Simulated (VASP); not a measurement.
A run of VASP 6.6.1 is set up as follows.

Contents of INCAR:

```
PREC = Accurate
ENCUT = 520
EDIFF = 1E-6
ISMEAR = 0
SIGMA = 0.15
LREAL = F
LASPH = T
NELM = 100
ALGO = Normal
ISIF = 2
LWAVE = F
LCHARG = T
GGA = PE
LELF = T
LVHAR = T
NBANDS = 18
```

File KPOINTS:

```
regular mesh
0
Gamma
  12 12 10
```

The input POSCAR:

```
PtSe2
1.0
    3.7240006046      0.0000000000      0.0000000000
   -1.8620003023      3.2250791273      0.0000000000
    0.0000000000      0.0000000000      5.0620000000
Pt Se
1 2
Direct
    0.0000000000      0.0000000000      0.0000000000
    0.3255815855      0.6511631711      0.2500000000
    0.6589149189      0.3178298378      0.7500000000
```

Potentials or basis: VASP PAW PBE potentials, release 64 (Pt, Se).

Run with:

```bash
$ cat potpaw_PBE.64/Pt/POTCAR potpaw_PBE.64/Se/POTCAR > POTCAR
$ mpirun -np 1 vasp_std > vasp.out
```

Question: Estimate the largest force.

Answer: 0.821 eV/Å.

Question: Predict the band gap on the k mesh.

Answer: Zero (band 11 reaches 6.92 eV, above the bottom of band 12 at 6.56 eV).

Stress tensor (GPa, compression positive):
```
8.09 0.00 0.00
0.00 8.20 0.13
0.00 0.13 6.12
```

Caveat: the cell differs from its parent crystal (all Se atoms moved -0.050 Å, as atom 2 along Cartesian [0 1 0]); spin-orbit coupling is left out, which moves the levels of the heavy elements.
